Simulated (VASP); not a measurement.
# Ba (P6_3/mmc) in VASP: single point with PBEsol

Aim: the single point of Ba with PBEsol.

Everything below comes from runs of VASP 6.6.1. Logs are shortened: lines on timing, memory, paths and dates and some standing lists are left out, and cuts for length are marked.

## (1) The cell of the first run

Symmetry: P6_3/mmc, No. 194, hexagonal system. Conventional cell: a = 4.655 Å, b = 4.655 Å, c = 7.556 Å, α = 90.00°, β = 90.00°, γ = 120.00°.

This isn't the form of Ba at room conditions, which is bcc.

## (2) Single point, PBEsol

The input, INCAR:

```
SYSTEM = Ba
ALGO = Normal ; EDIFF = 1E-6
ENCUT = 500 ; GGA = PS
GGA_COMPAT = .False. ; ISIF = 2
ISMEAR = 0 ; LASPH = .True.
LCHARG = .False. ; LREAL = .False.
LWAVE = .False. ; NBANDS = 17
NELM = 120 ; PREC = Accurate
SIGMA = 0.1
```

The input, KPOINTS:

```
k-points
0
Gamma
  6 6 4
  0 0 0
```

The input, POSCAR:

```
Ba
1.0
    4.6553555316      0.0000000000      0.0000000000
   -2.3276777658      4.0316561539      0.0000000000
    0.0000000000      0.0000000000      7.5558885731
Ba
2
Direct
    0.3333333333      0.6666666667      0.2500000000
    0.6666666667      0.3333333333      0.7500000000
```

Potentials or basis: VASP PAW PBE potentials, release 64 (Ba_sv).

The run is started by

```
> cat potpaw_PBE.64/Ba_sv/POTCAR > POTCAR
> mpirun -np 1 vasp_std > vasp.out
```

OUTCAR:

```text
SYSTEM = Ba
   EDIFF = 1E-6
   ENCUT = 500
   GGA = PS
   ISIF = 2
   ISMEAR = 0
   LASPH = .True.
   LREAL = .False.
   NELM = 120
   PREC = Accurate

 ion  position               nearest neighbor table
   1  0.333  0.667  0.250-   2 4.64   2 4.64   2 4.64   2 4.64   2 4.64   2 4.64
   2  0.667  0.333  0.750-   1 4.64   1 4.64   1 4.64   1 4.64   1 4.64   1 4.64

  LATTYP: Found a hexagonal cell.
 ALAT       =     4.6553555316
 C/A-ratio  =     1.6230529595

  Lattice vectors:

 A1 = (   4.6553555316,   0.0000000000,   0.0000000000)
 A2 = (  -2.3276777658,   4.0316561539,   0.0000000000)
 A3 = (   0.0000000000,   0.0000000000,   7.5558885731)

Analysis of symmetry for initial positions (statically):
=====================================================================
 Subroutine PRICEL returns:
 Original cell was already a primitive cell.

 Routine SETGRP: Setting up the symmetry group for a
 hexagonal supercell.

 Subroutine GETGRP returns: Found 24 space group operations
 (whereof 12 operations were pure point group operations)
 out of a pool of 24 trial point group operations.

The static configuration has the point symmetry D_3d.
 The point group associated with its full space group is D_6h.

Analysis of symmetry for dynamics (positions and initial velocities):
=====================================================================
 Subroutine PRICEL returns:
 Original cell was already a primitive cell.

 Routine SETGRP: Setting up the symmetry group for a
 hexagonal supercell.

 Subroutine GETGRP returns: Found 24 space group operations
 (whereof 12 operations were pure point group operations)
 out of a pool of 24 trial point group operations.

The dynamic configuration has the point symmetry D_3d.
 The point group associated with its full space group is D_6h.

 Subroutine INISYM returns: Found 24 space group operations
 (whereof 12 operations are pure point group operations),
 and found     1 'primitive' translations

----------------------------------------------------------------------------------------

                                     Primitive cell

  volume of cell :     141.8149

  direct lattice vectors                    reciprocal lattice vectors
     4.655355532  0.000000000  0.000000000     0.214806365  0.124018513  0.000000000
    -2.327677766  4.031656154  0.000000000     0.000000000  0.248037025  0.000000000
     0.000000000  0.000000000  7.555888573     0.000000000  0.000000000  0.132347108

  length of vectors
     4.655355532  4.655355532  7.555888573     0.248037025  0.248037025  0.132347108

  position of ions in fractional coordinates (direct lattice)
     0.333333333  0.666666667  0.250000000
     0.666666667  0.333333333  0.750000000

  ion indices of the primitive-cell ions
   primitive index   ion index
                 1           1
                 2           2

----------------------------------------------------------------------------------------

 KPOINTS: k-points

Automatic generation of k-mesh.
 Grid dimensions read from file:
 generate k-points for:    6    6    4

 Generating k-lattice:

  Cartesian coordinates                     Fractional coordinates (reciprocal lattice)
     0.035801061  0.020669752  0.000000000     0.166666667  0.000000000  0.000000000
     0.000000000  0.041339504  0.000000000     0.000000000  0.166666667  0.000000000
     0.000000000  0.000000000  0.033086777     0.000000000  0.000000000  0.250000000

  Length of vectors
     0.041339504  0.041339504  0.033086777

  Shift w.r.t. Gamma in fractional coordinates (k-lattice)
     0.000000000  0.000000000  0.000000000

 Subroutine IBZKPT returns following result:
 ===========================================

 Found     21 irreducible k-points:

 Following reciprocal coordinates:
            Coordinates               Weight
  0.000000  0.000000  0.000000      1.000000
  0.166667  0.000000  0.000000      6.000000
  0.333333  0.000000  0.000000      6.000000
  0.500000  0.000000  0.000000      3.000000
  0.166667  0.166667  0.000000      6.000000
  0.333333  0.166667  0.000000     12.000000
[... 13 lines left out ...]
  0.333333  0.166667  0.500000     12.000000
  0.333333  0.333333  0.500000      2.000000
   k-points           NKPTS =     21   k-points in BZ     NKDIM =     21   number of bands    NBANDS=     17
   number of dos      NEDOS =    301   number of ions     NIONS =      2
   total plane-waves  NPLWV =  72576
   dimension x,y,z NGX =    36 NGY =   36 NGZ =   56
   dimension x,y,z NGXF=    72 NGYF=   72 NGZF=  112
   ions per type =               2
   NGX,Y,Z   is equivalent  to a cutoff of  12.86, 12.86, 12.32 a.u.
   NGXF,Y,Z  is equivalent  to a cutoff of  25.71, 25.71, 24.64 a.u.
 SYSTEM =  Ba
   PREC   = accura    normal or accurate (medium, high low for compatibility)
   ISTART =      0    job   : 0-new  1-cont  2-samecut
   ICHARG =      2    charge: 1-file 2-atom 10-const
   ISPIN  =      1    spin polarized calculation?
   LNONCOLLINEAR =      F non collinear calculations
   LSORBIT =      F    spin-orbit coupling
   LASPH  =      T    aspherical Exc in radial PAW
   ENCUT  =  500.0 eV  36.75 Ry    6.06 a.u.   8.49  8.49 13.78*2*pi/ulx,y,z
   NELM   =    120;   NELMIN=  2; NELMDL= -5     # of ELM steps
   EDIFF  = 0.1E-05   stopping-criterion for ELM
   LREAL  =      F    real-space projection
   EDIFFG = 0.1E-04   stopping-criterion for IOM
   NSW    =      0    number of steps for IOM
   IBRION =     -1    ionic relax: 0-MD 1-quasi-New 2-CG
   NFREE  =      0    steps in history (QN), initial steepest desc. (CG)
   ISIF   =      2    stress and relaxation
   ISYM   =      2    0-nonsym 1-usesym 2-fastsym
   POTIM  = 0.5000    time-step for ionic-motion
   TEBEG  =    0.0;   TEEND  =   0.0 temperature during run
   PSTRESS=    0.0 pullay stress
   NELECT =      20.0000    total number of electrons
   NUPDOWN=      -1.0000    fix difference up-down
   EMIN   =  10.00;   EMAX   =-10.00  energy-range for DOS
   EFERMI =   0.00;   METHOD = LEGACY
   ISMEAR =     0;   SIGMA  =   0.10  broadening in eV -4-tet -1-fermi 0-gaus
   EFERMI_NEDOS =   21; number of points for ismear=-14 and -15
   IALGO  =     38    algorithm
   IMIX   =      4    mixing-type and parameters
     AMIX     =   0.40;   BMIX     =  1.00
     AMIX_MAG =   1.60;   BMIX_MAG =  1.00
  volume/ion in A,a.u.               =      70.91       478.51
  Fermi-wavevector in a.u.,A,eV,Ry     =   0.852140  1.610311  9.879766  0.726142
  Thomas-Fermi vector in A             =   1.968382
   LORBIT       =      0    0 simple, 1 ext, 2 COOP (PROOUT), +10 PAW based schemes
   GGA     = PS    functional components
   LHFCALC =     F    Hartree Fock is set to
   AEXX    =    0.0000 exact exchange contribution
   IVDW    =     0    specifies the selected vdW correction
   LEPSILON=     F    determine dielectric tensor
   LRPA    =     F    only Hartree local field effects (RPA)
 non-spin polarized calculation
 Gauss-broadening in eV      SIGMA  =   0.10
  energy-cutoff  :      500.00
  volume of cell :      141.81
 maximum number of plane-waves:      3652
 NGX is ok and might be reduce to    36
   NGX = 17   NGY = 17   NGZ = 27

 number of electron      20.0000000 magnetization

 Free energy of the ion-electron system (eV)
  ---------------------------------------------------
  ext. energy  EPLUGINS =         0.00000000
  ---------------------------------------------------
  free energy    TOTEN  =        -4.15961157 eV

  energy without entropy =       -4.13826762  energy(sigma->0) =       -4.14893959

 E-fermi :   1.2241     XC(G=0):  -7.1307

 val. band max:        1.2086989143   @ k =   0.3333   0.3333   0.0000
 cond. band min:       1.2382818338   @ k =   0.3333   0.3333   0.2500
 fundamental gap:      0.0295829196
 Fermi energy:         1.2241260810

 k-point     1 :       0.0000    0.0000    0.0000
  band No.  band energies     occupation
      1     -27.8804      2.00000
      2     -27.8562      2.00000
      3     -13.1852      2.00000
      4     -12.9134      2.00000
      5     -12.9134      2.00000
      6     -12.8694      2.00000
[... 9 lines left out ...]
     16       3.2004      0.00000
     17       3.6297      0.00000

 k-point     2 :       0.1667    0.0000    0.0000
  band No.  band energies     occupation
      1     -27.8752      2.00000
      2     -27.8539      2.00000
      3     -13.1585      2.00000
      4     -12.9728      2.00000
      5     -12.9320      2.00000
      6     -12.9306      2.00000
[... 9 lines left out ...]
     16       3.2913      0.00000
     17       3.3066      0.00000

 k-point     3 :       0.3333    0.0000    0.0000
  band No.  band energies     occupation
      1     -27.8639      2.00000
      2     -27.8500      2.00000
      3     -13.0940      2.00000
      4     -13.0915      2.00000
      5     -13.0455      2.00000
      6     -12.9670      2.00000
[... 9 lines left out ...]
     16       4.0792      0.00000
     17       4.2263      0.00000

 k-point     4 :       0.5000    0.0000    0.0000
  band No.  band energies     occupation
      1     -27.8571      2.00000
      2     -27.8492      2.00000
      3     -13.1504      2.00000
      4     -13.1001      2.00000
      5     -13.0464      2.00000
      6     -12.9838      2.00000
[... 9 lines left out ...]
     16       5.2090      0.00000
     17       5.2998      0.00000
[... 283 lines left out ...]
      1     -27.8588      2.00000
      2     -27.8588      2.00000
      3     -13.0874      2.00000
      4     -13.0874      2.00000
      5     -12.9603      2.00000
      6     -12.9603      2.00000
[... 9 lines left out ...]
     16       3.3229      0.00000
     17       4.4249      0.00000

 k-point    20 :       0.3333    0.1667    0.5000
  band No.  band energies     occupation
      1     -27.8531      2.00000
      2     -27.8531      2.00000
      3     -13.1408      2.00000
      4     -13.1408      2.00000
      5     -12.9964      2.00000
      6     -12.9964      2.00000
[... 9 lines left out ...]
     16       3.3641      0.00000
     17       4.8576      0.00000

 k-point    21 :       0.3333    0.3333    0.5000
  band No.  band energies     occupation
      1     -27.8512      2.00000
      2     -27.8512      2.00000
      3     -13.1202      2.00000
      4     -13.1202      2.00000
      5     -13.0541      2.00000
      6     -13.0541      2.00000
[... 9 lines left out ...]
     16       3.4002      0.00000
     17       4.6882      0.00000

------------------------ aborting loop because EDIFF is reached ----------------------------------------

  FORCE on cell =-STRESS in cart. coord.  units (eV):
  Direction    XX          YY          ZZ          XY          YZ          ZX
  --------------------------------------------------------------------------------------
  -------------------------------------------------------------------------------------
  Total       -1.1919342     -1.1919342     -1.0211633      0.0000000     -0.0000000     -0.0000000
  in kB      -13.4660740    -13.4660740    -11.5367605      0.0000000     -0.0000000     -0.0000000
  external PRESSURE =     -12.8229695 kB  Pullay stress =       0.0000000 kB

 VOLUME and BASIS-vectors are now :
 -----------------------------------------------------------------------------
  energy-cutoff  :      500.00
  volume of cell :      141.81
      direct lattice vectors                 reciprocal lattice vectors
     4.655355532  0.000000000  0.000000000     0.214806365  0.124018513  0.000000000
    -2.327677766  4.031656154  0.000000000     0.000000000  0.248037025  0.000000000
     0.000000000  0.000000000  7.555888573     0.000000000  0.000000000  0.132347108

 POSITION                                       TOTAL-FORCE (eV/Angst)
 -----------------------------------------------------------------------------------
     -0.00000      2.68777      1.88897         0.000000      0.000000      0.000000
      2.32768      1.34389      5.66692        -0.000000      0.000000      0.000000
 -----------------------------------------------------------------------------------
    total drift:                               -0.000000      0.000000     -0.000000

  FREE ENERGIE OF THE ION-ELECTRON SYSTEM (eV)
  ---------------------------------------------------
  free  energy   TOTEN  =        -4.1596115656 eV

  energy  without entropy=       -4.1382676162  energy(sigma->0) =       -4.14893959
```

It took 70 s on 1 thread of AMD EPYC 7R13, shared host; peak memory 0.22 GiB.

What came out:

| Property | Result |
| --- | --- |
| Free energy | -4.1596 eV |
| Pressure | -1.3 GPa |
| Band gap on the k mesh | zero (bands 10 and 11 overlap by 0.22 eV) |

Stress tensor (GPa, compression positive):
```
-1.35  0.00  0.00
 0.00 -1.35  0.00
 0.00  0.00 -1.15
```

Caveat: the PAW data sets were made with another functional, which shifts forces and pressure a little; spin-orbit coupling is left out, which moves the levels of the heavy elements.
